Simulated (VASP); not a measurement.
# Sr (P6_3mc) in VASP: relaxation of cell and atoms with PBE

Aim: the relaxation of cell and atoms of Sr with PBE.

Everything below comes from runs of VASP 6.6.1. Logs are shortened: lines on timing, memory, paths and dates and some standing lists are left out, and cuts for length are marked.

**1. The cell of the first run**

The structure is hexagonal, space group P6_3mc (No. 186). Conventional cell: a = 4.228 Å, b = 4.228 Å, c = 14.668 Å, α = 90.00°, β = 90.00°, γ = 120.00°. Sr (site symmetry 3m) has 12 Sr at 3.78 to 5.08 Å within 5.1 Å. Within 5.1 Å of Sr (site symmetry 3m) lie 12 Sr at 3.78 to 5.08 Å.

**2. Relaxation of cell and atoms, PBE**

INCAR

```
SYSTEM = Sr
ALGO = Normal
EDIFF = 1E-6
EDIFFG = -0.04
ENCUT = 600
GGA = PE
IBRION = 2
ISIF = 3
ISMEAR = 0
LASPH = .True.
LCHARG = .False.
LREAL = .False.
LWAVE = .False.
NELM = 100
NSW = 90
PREC = Accurate
SIGMA = 0.1
```

KPOINTS

```
k-points
0
Gamma
  6 6 2
  0 0 0
```

POSCAR

```
Sr
1.0
    4.2279515000      0.0000000000      0.0000000000
   -2.1139757500      3.6615134100      0.0000000000
    0.0000000000      0.0000000000     14.6679778800
Sr
4
Direct
    0.0000000000      0.0000000000      0.0267891900
    0.3333333300      0.6666666700      0.2232108100
    0.0000000000      0.0000000000      0.5267891900
    0.6666666700      0.3333333300      0.7232108100
```

Potentials or basis: VASP PAW PBE potentials, release 64 (Sr_sv).

Run with:

```console
$ cat potpaw_PBE.64/Sr_sv/POTCAR > POTCAR
$ mpirun -np 1 vasp_std > vasp.out
```

OUTCAR:

```text
SYSTEM = Sr
   EDIFF = 1E-6
   EDIFFG = -0.04
   ENCUT = 600
   GGA = PE
   IBRION = 2
   ISIF = 3
   ISMEAR = 0
   LASPH = .True.
   LREAL = .False.
   NELM = 100
   NSW = 90
   PREC = Accurate

 ion  position               nearest neighbor table
   1  0.000  0.000  0.027-   2 3.78   2 3.78   2 3.78   4 5.08   4 5.08   4 5.08
   2  0.333  0.667  0.223-   1 3.78   1 3.78   1 3.78   3 5.08   3 5.08   3 5.08
   3  0.000  0.000  0.527-   4 3.78   4 3.78   4 3.78   2 5.08   2 5.08   2 5.08
   4  0.667  0.333  0.723-   3 3.78   3 3.78   3 3.78   1 5.08   1 5.08   1 5.08

  LATTYP: Found a hexagonal cell.
 ALAT       =     4.2279515000
 C/A-ratio  =     3.4692871666

  Lattice vectors:

 A1 = (   4.2279515000,   0.0000000000,   0.0000000000)
 A2 = (  -2.1139757500,   3.6615134100,   0.0000000000)
 A3 = (   0.0000000000,   0.0000000000,  14.6679778800)

Analysis of symmetry for initial positions (statically):
=====================================================================
 Subroutine PRICEL returns:
 Original cell was already a primitive cell.

 Routine SETGRP: Setting up the symmetry group for a
 hexagonal supercell.

 Subroutine GETGRP returns: Found 12 space group operations
 (whereof  6 operations were pure point group operations)
 out of a pool of 24 trial point group operations.

The static configuration has the point symmetry C_3v.
 The point group associated with its full space group is C_6v.

Analysis of symmetry for dynamics (positions and initial velocities):
=====================================================================
 Subroutine PRICEL returns:
 Original cell was already a primitive cell.

 Routine SETGRP: Setting up the symmetry group for a
 hexagonal supercell.

 Subroutine GETGRP returns: Found 12 space group operations
 (whereof  6 operations were pure point group operations)
 out of a pool of 24 trial point group operations.

The dynamic configuration has the point symmetry C_3v.
 The point group associated with its full space group is C_6v.

 Subroutine INISYM returns: Found 12 space group operations
 (whereof  6 operations are pure point group operations),
 and found     1 'primitive' translations

----------------------------------------------------------------------------------------

                                     Primitive cell

  volume of cell :     227.0706

  direct lattice vectors                    reciprocal lattice vectors
     4.227951500  0.000000000  0.000000000     0.236521162  0.136555556  0.000000000
[... 84 lines left out ...]
   NFREE  =      1    steps in history (QN), initial steepest desc. (CG)
   ISIF   =      3    stress and relaxation
   ISYM   =      2    0-nonsym 1-usesym 2-fastsym
   POTIM  = 0.5000    time-step for ionic-motion
   TEBEG  =    0.0;   TEEND  =   0.0 temperature during run
   PSTRESS=    0.0 pullay stress
   NELECT =      40.0000    total number of electrons
   NUPDOWN=      -1.0000    fix difference up-down
   EMIN   =  10.00;   EMAX   =-10.00  energy-range for DOS
   EFERMI =   0.00;   METHOD = LEGACY
   ISMEAR =     0;   SIGMA  =   0.10  broadening in eV -4-tet -1-fermi 0-gaus
   EFERMI_NEDOS =   21; number of points for ismear=-14 and -15
   IALGO  =     38    algorithm
   IMIX   =      4    mixing-type and parameters
     AMIX     =   0.40;   BMIX     =  1.00
     AMIX_MAG =   1.60;   BMIX_MAG =  1.00
  volume/ion in A,a.u.               =      56.77       383.09
  Fermi-wavevector in a.u.,A,eV,Ry     =   0.917715  1.734230 11.458840  0.842201
  Thomas-Fermi vector in A             =   2.042715
   LORBIT       =      0    0 simple, 1 ext, 2 COOP (PROOUT), +10 PAW based schemes
   GGA     = PE    functional components
   LHFCALC =     F    Hartree Fock is set to
   AEXX    =    0.0000 exact exchange contribution
   IVDW    =     0    specifies the selected vdW correction
   LEPSILON=     F    determine dielectric tensor
   LRPA    =     F    only Hartree local field effects (RPA)
 conjugate gradient relaxation of ions
 non-spin polarized calculation
 Gauss-broadening in eV      SIGMA  =   0.10
  energy-cutoff  :      600.00
  volume of cell :      227.07
 maximum number of plane-waves:      7627
 NGX is ok and might be reduce to    36
   NGX = 17   NGY = 17   NGZ = 59

--------------------------------------- Ionic step        1  -------------------------------------------

 number of electron      40.0000000 magnetization

 Free energy of the ion-electron system (eV)
  ---------------------------------------------------
  ext. energy  EPLUGINS =         0.00000000
  ---------------------------------------------------
  free energy    TOTEN  =        -5.77394810 eV

  energy without entropy =       -5.73804381  energy(sigma->0) =       -5.75599595

------------------------ aborting loop because EDIFF is reached ----------------------------------------

  FORCE on cell =-STRESS in cart. coord.  units (eV):
  Direction    XX          YY          ZZ          XY          YZ          ZX
  --------------------------------------------------------------------------------------
  -------------------------------------------------------------------------------------
  Total        1.1472308      1.1472308      2.0002980      0.0000000     -0.0000000      0.0000000
  in kB        8.0946954      8.0946955     14.1138144      0.0000000     -0.0000000      0.0000000
  external PRESSURE =      10.1010684 kB  Pullay stress =       0.0000000 kB
[... 95 lines left out ...]
  FREE ENERGIE OF THE ION-ELECTRON SYSTEM (eV)
  ---------------------------------------------------
  free  energy   TOTEN  =        -6.0763356323 eV

  energy  without entropy=       -6.0412208397  energy(sigma->0) =       -6.05877824

[... ionic steps 4 to 12 ...]

--------------------------------------- Ionic step       13  -------------------------------------------

 number of electron      40.0000000 magnetization

------------------------ aborting loop because EDIFF is reached ----------------------------------------
[... 71 lines left out ...]
--------------------------------------- Ionic step       15  -------------------------------------------

 number of electron      40.0000001 magnetization

 Free energy of the ion-electron system (eV)
  ---------------------------------------------------
  ext. energy  EPLUGINS =         0.00000000
  ---------------------------------------------------
  free energy    TOTEN  =        -6.50484816 eV

  energy without entropy =       -6.46257257  energy(sigma->0) =       -6.48371036

 E-fermi :   1.5601     XC(G=0):  -7.3274

 val. band max:        1.5439205133   @ k =   0.3333   0.3333   0.5000
 cond. band min:       1.5907289613   @ k =   0.3333   0.1667   0.0000
 fundamental gap:      0.0468084480
 Fermi energy:         1.5600534375

 k-point     1 :       0.0000    0.0000    0.0000
  band No.  band energies     occupation
      1     -35.0718      2.00000
      2     -35.0672      2.00000
      3     -35.0640      2.00000
      4     -35.0594      2.00000
      5     -17.1366      2.00000
      6     -17.0512      2.00000
[... 398 lines left out ...]
  FREE ENERGIE OF THE ION-ELECTRON SYSTEM (eV)
  ---------------------------------------------------
  free  energy   TOTEN  =        -6.5048481631 eV

  energy  without entropy=       -6.4625725653  energy(sigma->0) =       -6.48371036

 reached required accuracy - stopping structural energy minimisation
```

CONTCAR:

```text
Sr
   1.00000000000000
     4.2463263929233941   -0.0000000000000000   -0.0000000000000000
    -2.1231631964616970    3.6774265339790713    0.0000000000000000
    -0.0000000000000000   -0.0000000000000000   14.1934439905396879
  Sr
     4
Direct
     0.0000000000000000    0.0000000000000000    0.9998382290152135
     0.3333333300000021    0.6666666699999979    0.2501617709847865
     0.0000000000000000    0.0000000000000000    0.4998382290152134
     0.6666666699999979    0.3333333300000021    0.7501617709847866

  0.00000000E+00  0.00000000E+00  0.00000000E+00
  0.00000000E+00  0.00000000E+00  0.00000000E+00
  0.00000000E+00  0.00000000E+00  0.00000000E+00
  0.00000000E+00  0.00000000E+00  0.00000000E+00
```

It took 12 min on 1 thread of Intel Xeon 6975P-C (Granite Rapids), shared host; peak memory 0.44 GiB.

Results:

```
Free energy                           : -6.5048 eV
Relaxed volume                        : 55.41 Å³/atom
Relaxed cell                          : a = 4.246 Å, b = 4.246 Å, c = 14.193 Å, α = 90.00°, β = 90.00°, γ = 120.00°
Space group after relaxing (to 0.1 Å) : P6_3/mmc (No. 194)
Energy gained by relaxing             : 182.7 meV/atom
Ionic steps                           : 15
Pressure after relaxing               : 0.0 GPa
Largest force after relaxing          : 0.006 eV/Å
Band gap on the k mesh                : zero (bands 20 and 21 overlap by 0.23 eV)
```

Forces in eV/Å, atoms in the order of the input:
```
Sr   0.000  0.000  0.006
Sr   0.000  0.000 -0.006
Sr   0.000  0.000  0.006
Sr   0.000  0.000 -0.006
```

Step by step:
```tsv
step	energy change (eV)	largest force (eV/Å)	pressure (GPa)	volume (Å³)
1	0.0000	0.9675	1.01	227.07
2	-0.2020	0.6920	0.15	239.03
3	-0.3024	0.4305	-0.69	254.16
4	-0.3057	0.3928	-0.82	256.94
5	-0.4204	0.3792	-0.66	247.34
6	-0.6490	0.2503	0.20	219.97
7	0.0829	0.7151	4.73	171.43
8	-0.6429	0.2595	0.50	214.63
9	-0.6438	0.1631	1.00	206.11
10	-0.6484	0.2081	0.78	209.72
11	-0.7120	0.0115	0.52	212.59
12	-0.7159	0.0597	0.46	213.55
13	-0.7298	0.0114	0.00	221.47
14	-0.7299	0.0093	-0.02	221.87
15	-0.7309	0.0061	-0.01	221.64
```

Final structure:
```
Sr
1.0
     4.24633    0.00000    0.00000
    -2.12316    3.67743    0.00000
     0.00000    0.00000   14.19344
Sr
4
Direct
  0.00000 0.00000 0.99984
  0.33333 0.66667 0.25016
  0.00000 0.00000 0.49984
  0.66667 0.33333 0.75016
```

The gap in the log of VASP goes by the Fermi energy; the results here count the filled bands.